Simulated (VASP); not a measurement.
# MgO (Fm-3m) in VASP: settings compared, part 2 of 2

VASP 6.6.1.

## (6) Single point, PBEsol

This run uses another cell than the first one, of 9.36 Å³/atom, 1.040 times its volume.

INCAR reads:

```
SYSTEM = MgO
ALGO = Normal
EDIFF = 1E-6
ENCUT = 520
GGA = PS
ISIF = 2
ISMEAR = -1
LASPH = .TRUE.
LCHARG = .FALSE.
LREAL = .FALSE.
LWAVE = .FALSE.
NBANDS = 11
NELM = 80
PREC = Accurate
SIGMA = 0.02
```

KPOINTS reads:

```
k-points
0
G
  10 10 10
  0 0 0
```

POSCAR reads:

```
MgO
1.0
    0.0000000000      2.1070908975      2.1070908975
    2.1070908975      0.0000000000      2.1070908975
    2.1070908975      2.1070908975      0.0000000000
Mg O
1 1
Direct
    0.0000000000      0.0000000000      0.0000000000
    0.5000000000      0.5000000000      0.5000000000
```

Potentials or basis: VASP PAW PBE potentials, release 64 (Mg, O).

Command:

```console
> cat potpaw_PBE.64/Mg/POTCAR potpaw_PBE.64/O/POTCAR > POTCAR
> mpirun -np 1 vasp_std > vasp.out
```

OUTCAR:

```text
SYSTEM = MgO
   EDIFF = 1E-6
   ENCUT = 520
   GGA = PS
   ISIF = 2
   ISMEAR = -1
   LASPH = .TRUE.
   LREAL = .FALSE.
   NELM = 80
   PREC = Accurate

 ion  position               nearest neighbor table
   1  0.000  0.000  0.000-   2 2.11   2 2.11   2 2.11   2 2.11   2 2.11   2 2.11
   2  0.500  0.500  0.500-   1 2.11   1 2.11   1 2.11   1 2.11   1 2.11   1 2.11

  LATTYP: Found a face centered cubic cell.
 ALAT       =     4.2141817950

  Lattice vectors:

 A1 = (   0.0000000000,   2.1070908975,   2.1070908975)
 A2 = (   2.1070908975,   0.0000000000,   2.1070908975)
 A3 = (   2.1070908975,   2.1070908975,   0.0000000000)

Analysis of symmetry for initial positions (statically):
=====================================================================
 Subroutine PRICEL returns:
 Original cell was already a primitive cell.

 Routine SETGRP: Setting up the symmetry group for a
 face centered cubic supercell.

 Subroutine GETGRP returns: Found 48 space group operations
 (whereof 48 operations were pure point group operations)
 out of a pool of 48 trial point group operations.

The static configuration has the point symmetry O_h .

Analysis of symmetry for dynamics (positions and initial velocities):
=====================================================================
 Subroutine PRICEL returns:
 Original cell was already a primitive cell.

 Routine SETGRP: Setting up the symmetry group for a
 face centered cubic supercell.

 Subroutine GETGRP returns: Found 48 space group operations
 (whereof 48 operations were pure point group operations)
 out of a pool of 48 trial point group operations.

The dynamic configuration has the point symmetry O_h .

 Subroutine INISYM returns: Found 48 space group operations
 (whereof 48 operations are pure point group operations),
 and found     1 'primitive' translations

----------------------------------------------------------------------------------------

                                     Primitive cell

  volume of cell :      18.7103

  direct lattice vectors                    reciprocal lattice vectors
     0.000000000  2.107090898  2.107090898    -0.237293987  0.237293987  0.237293987
     2.107090898  0.000000000  2.107090898     0.237293987 -0.237293987  0.237293987
     2.107090898  2.107090898  0.000000000     0.237293987  0.237293987 -0.237293987

  length of vectors
     2.979876524  2.979876524  2.979876524     0.411005242  0.411005242  0.411005242

  position of ions in fractional coordinates (direct lattice)
     0.000000000  0.000000000  0.000000000
     0.500000000  0.500000000  0.500000000

  ion indices of the primitive-cell ions
   primitive index   ion index
                 1           1
                 2           2

----------------------------------------------------------------------------------------

 KPOINTS: k-points

Automatic generation of k-mesh.
 Grid dimensions read from file:
 generate k-points for:   10   10   10

 Generating k-lattice:

  Cartesian coordinates                     Fractional coordinates (reciprocal lattice)
    -0.023729399  0.023729399  0.023729399     0.100000000  0.000000000  0.000000000
     0.023729399 -0.023729399  0.023729399     0.000000000  0.100000000  0.000000000
     0.023729399  0.023729399 -0.023729399     0.000000000  0.000000000  0.100000000

  Length of vectors
     0.041100524  0.041100524  0.041100524

  Shift w.r.t. Gamma in fractional coordinates (k-lattice)
     0.000000000  0.000000000  0.000000000

 Subroutine IBZKPT returns following result:
 ===========================================

 Found     47 irreducible k-points:

 Following reciprocal coordinates:
            Coordinates               Weight
  0.000000  0.000000  0.000000      1.000000
  0.100000  0.000000  0.000000      8.000000
  0.200000  0.000000  0.000000      8.000000
  0.300000  0.000000  0.000000      8.000000
  0.400000  0.000000  0.000000      8.000000
  0.500000  0.000000  0.000000      4.000000
[... 16 lines left out ...]
  0.300000  0.300000  0.000000      6.000000
  0.400000  0.300000  0.000000     24.000000
 [... further k-points ...]
   k-points           NKPTS =     47   k-points in BZ     NKDIM =     47   number of bands    NBANDS=     11
   number of dos      NEDOS =    301   number of ions     NIONS =      2
   total plane-waves  NPLWV =  13824
   dimension x,y,z NGX =    24 NGY =   24 NGZ =   24
   dimension x,y,z NGXF=    48 NGYF=   48 NGZF=   48
   ions per type =               1   1
   NGX,Y,Z   is equivalent  to a cutoff of  13.39, 13.39, 13.39 a.u.
   NGXF,Y,Z  is equivalent  to a cutoff of  26.78, 26.78, 26.78 a.u.
 SYSTEM =  MgO
   PREC   = accura    normal or accurate (medium, high low for compatibility)
   ISTART =      0    job   : 0-new  1-cont  2-samecut
   ICHARG =      2    charge: 1-file 2-atom 10-const
   ISPIN  =      1    spin polarized calculation?
   LNONCOLLINEAR =      F non collinear calculations
   LSORBIT =      F    spin-orbit coupling
   LASPH  =      T    aspherical Exc in radial PAW
   ENCUT  =  520.0 eV  38.22 Ry    6.18 a.u.   5.54  5.54  5.54*2*pi/ulx,y,z
   NELM   =     80;   NELMIN=  2; NELMDL= -5     # of ELM steps
   EDIFF  = 0.1E-05   stopping-criterion for ELM
   LREAL  =      F    real-space projection
   EDIFFG = 0.1E-04   stopping-criterion for IOM
   NSW    =      0    number of steps for IOM
   IBRION =     -1    ionic relax: 0-MD 1-quasi-New 2-CG
   NFREE  =      0    steps in history (QN), initial steepest desc. (CG)
   ISIF   =      2    stress and relaxation
   ISYM   =      2    0-nonsym 1-usesym 2-fastsym
   POTIM  = 0.5000    time-step for ionic-motion
   TEBEG  =    0.0;   TEEND  =   0.0 temperature during run
   PSTRESS=    0.0 pullay stress
   NELECT =       8.0000    total number of electrons
   NUPDOWN=      -1.0000    fix difference up-down
   EMIN   =  10.00;   EMAX   =-10.00  energy-range for DOS
   EFERMI =   0.00;   METHOD = LEGACY
   ISMEAR =    -1;   SIGMA  =   0.02  broadening in eV -4-tet -1-fermi 0-gaus
   EFERMI_NEDOS =   21; number of points for ismear=-14 and -15
   IALGO  =     38    algorithm
   IMIX   =      4    mixing-type and parameters
     AMIX     =   0.40;   BMIX     =  1.00
     AMIX_MAG =   1.60;   BMIX_MAG =  1.00
  volume/ion in A,a.u.               =       9.36        63.13
  Fermi-wavevector in a.u.,A,eV,Ry     =   1.233327  2.330650 20.695759  1.521095
  Thomas-Fermi vector in A             =   2.368062
   LORBIT       =      0    0 simple, 1 ext, 2 COOP (PROOUT), +10 PAW based schemes
   GGA     = PS    functional components
   LHFCALC =     F    Hartree Fock is set to
   AEXX    =    0.0000 exact exchange contribution
   IVDW    =     0    specifies the selected vdW correction
   LEPSILON=     F    determine dielectric tensor
   LRPA    =     F    only Hartree local field effects (RPA)
 non-spin polarized calculation
  energy-cutoff  :      520.00
  volume of cell :       18.71
 maximum number of plane-waves:       531
 NGX is ok and might be reduce to    24
   NGX = 11   NGY = 11   NGZ = 11

 number of electron       8.0000005 magnetization

 Free energy of the ion-electron system (eV)
  ---------------------------------------------------
  ext. energy  EPLUGINS =         0.00000000
  ---------------------------------------------------
  free energy    TOTEN  =       -12.51247031 eV

  energy without entropy =      -12.51247031  energy(sigma->0) =      -12.51247031

 E-fermi :   3.4447     XC(G=0): -11.3031

 val. band max:        3.0560108222   @ k =   0.0000   0.0000   0.0000
 cond. band min:       7.6757044102   @ k =   0.0000   0.0000   0.0000
 fundamental gap:      4.6196935880
 Fermi energy:         3.4447025201

 k-point     1 :       0.0000    0.0000    0.0000
  band No.  band energies     occupation
      1     -14.1421      2.00000
      2       3.0560      2.00000
      3       3.0560      2.00000
      4       3.0560      2.00000
      5       7.6757      0.00000
      6      18.6795      0.00000
      7      18.6795      0.00000
      8      18.6795      0.00000
      9      22.5181      0.00000
     10      24.3999      0.00000
     11      24.3999      0.00000
[... 309 lines left out ...]
 k-point    24 :       0.4000    0.3000    0.0000
  band No.  band energies     occupation
      1     -12.8791      2.00000
      2      -0.5663      2.00000
      3       1.7350      2.00000
      4       1.9583      2.00000
      5      12.5083      0.00000
      6      13.0561      0.00000
      7      16.5195      0.00000
      8      21.0812      0.00000
      9      21.2854      0.00000
     10      27.8001      0.00000
     11      29.9188      0.00000

 [... further k-points ...]

------------------------ aborting loop because EDIFF is reached ----------------------------------------

  FORCE on cell =-STRESS in cart. coord.  units (eV):
  Direction    XX          YY          ZZ          XY          YZ          ZX
  --------------------------------------------------------------------------------------
  -------------------------------------------------------------------------------------
  Total       -0.0607711     -0.0607711     -0.0607711     -0.0000000     -0.0000000      0.0000000
  in kB       -5.2038849     -5.2038849     -5.2038849     -0.0000000     -0.0000000      0.0000000
  external PRESSURE =      -5.2038849 kB  Pullay stress =       0.0000000 kB

 VOLUME and BASIS-vectors are now :
 -----------------------------------------------------------------------------
  energy-cutoff  :      520.00
  volume of cell :       18.71
      direct lattice vectors                 reciprocal lattice vectors
     0.000000000  2.107090898  2.107090898    -0.237293987  0.237293987  0.237293987
     2.107090898  0.000000000  2.107090898     0.237293987 -0.237293987  0.237293987
     2.107090898  2.107090898  0.000000000     0.237293987  0.237293987 -0.237293987

 POSITION                                       TOTAL-FORCE (eV/Angst)
 -----------------------------------------------------------------------------------
      0.00000      0.00000      0.00000        -0.000000     -0.000000      0.000000
      2.10709      2.10709      2.10709         0.000000      0.000000      0.000000
 -----------------------------------------------------------------------------------
    total drift:                               -0.000000     -0.000000      0.000000

  FREE ENERGIE OF THE ION-ELECTRON SYSTEM (eV)
  ---------------------------------------------------
  free  energy   TOTEN  =       -12.5124703072 eV

  energy  without entropy=      -12.5124703072  energy(sigma->0) =      -12.51247031
```

OSZICAR:

```text
N       E                     dE             d eps       ncg     rms          rms(c)
DAV:   1     0.155420406880E+02    0.15542E+02   -0.45962E+03  1146   0.645E+02
DAV:   2    -0.131997858197E+02   -0.28742E+02   -0.27905E+02  1174   0.137E+02
DAV:   3    -0.138962372231E+02   -0.69645E+00   -0.69598E+00  1273   0.188E+01
DAV:   4    -0.138978039953E+02   -0.15668E-02   -0.15667E-02  1112   0.104E+00
DAV:   5    -0.138978089878E+02   -0.49924E-05   -0.49924E-05  1202   0.571E-02    0.666E+00
DAV:   6    -0.125490260835E+02    0.13488E+01   -0.76352E+00  1076   0.150E+01    0.219E+00
DAV:   7    -0.125261428308E+02    0.22883E-01   -0.48863E-02  1130   0.203E+00    0.130E+00
DAV:   8    -0.125128470267E+02    0.13296E-01   -0.23698E-02  1082   0.175E+00    0.223E-01
DAV:   9    -0.125125536070E+02    0.29342E-03   -0.36681E-04  1172   0.135E-01    0.139E-01
DAV:  10    -0.125124683416E+02    0.85265E-04   -0.44815E-04  1148   0.157E-01    0.455E-03
DAV:  11    -0.125124699333E+02   -0.15917E-05   -0.41610E-06  1130   0.145E-02    0.346E-03
DAV:  12    -0.125124703072E+02   -0.37388E-06   -0.10996E-07   598   0.316E-03
   1 F= -.12512470E+02 E0= -.12512470E+02  d E =-.108364E-10
```

stdout:

```text
POSCAR found type information on POSCAR MgO
 POSCAR found :  2 types and       2 ions
 scaLAPACK will be used
 -----------------------------------------------------------------------------
|                                                                             |
|                                                                             |
|     You enforced a specific xc type in the INCAR file but a different       |
|     I HOPE YOU KNOW WHAT YOU ARE DOING!                                     |
|                                                                             |
 -----------------------------------------------------------------------------

 LDA part: xc-table for (Slater+PW92), standard interpolation
 POSCAR, INCAR and KPOINTS ok, starting setup
 FFT: planning ... GRIDC
 FFT: planning ... GRID_SOFT
 FFT: planning ... GRID
 WAVECAR not read
 entering main loop
```

Run time: 8.7 s. Hardware: 1 thread of AMD EPYC 9R45 (Zen 5), shared host; peak memory 0.11 GiB.

Results:

```
Free energy            : -12.5125 eV
Pressure               : -0.5 GPa
Band gap on the k mesh : 4.62 eV, direct
```

Levels at points of the mesh, in eV from the valence-band top:
```tsv
k point	band 1	band 2	band 3	band 4	band 5	band 6	band 7	band 8
(0.00, 0.00, 0.00)	-17.20	0.00	0.00	0.00	4.62	15.62	15.62	15.62
(0.50, 0.00, 0.00)	-15.89	-4.67	-0.66	-0.66	7.74	12.49	16.16	16.16
(0.50, 0.50, 0.00)	-15.62	-4.14	-1.36	-1.36	8.92	9.86	12.96	18.82
```

Caveat: the PAW data sets were made with another functional, which shifts forces and pressure a little. A hybrid or GW would open this gap; PBEsol tends to underestimate it.

## (7) Summary

```csv
level,potentials or basis,cell,smearing,gap on the mesh (eV),pressure (GPa)
LDA,"VASP PAW LDA potentials, release 64 (Mg, O)","a = 2.941 Å, angles 60.0°, 2 atoms",fermi-dirac 0.02 eV,5.03,-1.7
PBE,"VASP PAW PBE potentials, release 64 (Mg, O)","a = 3.008 Å, angles 60.0°, 2 atoms",fermi-dirac 0.02 eV,4.45,-0.7
PBE,"VASP PAW PBE potentials, release 64 (Mg, O)","a = 2.973 Å, angles 60.0°, 2 atoms",fermi-dirac 0.02 eV,4.78,4.9
LDA,"VASP PAW LDA potentials, release 64 (Mg, O)","a = 2.973 Å, angles 60.0°, 2 atoms",gaussian 0.01 eV,4.71,-6.9
PBEsol,"VASP PAW PBE potentials, release 64 (Mg, O)","a = 2.980 Å, angles 60.0°, 2 atoms",fermi-dirac 0.02 eV,4.62,-0.5
```

Alike in all rows: task single point; no spin polarisation; k mesh 10 × 10 × 10; cutoff (eV) 520.

Caveats: the PAW data sets were made with another functional, which shifts forces and pressure a little (some runs).

Total energies depend on the potentials used, so only differences within one code and one set of settings carry meaning.
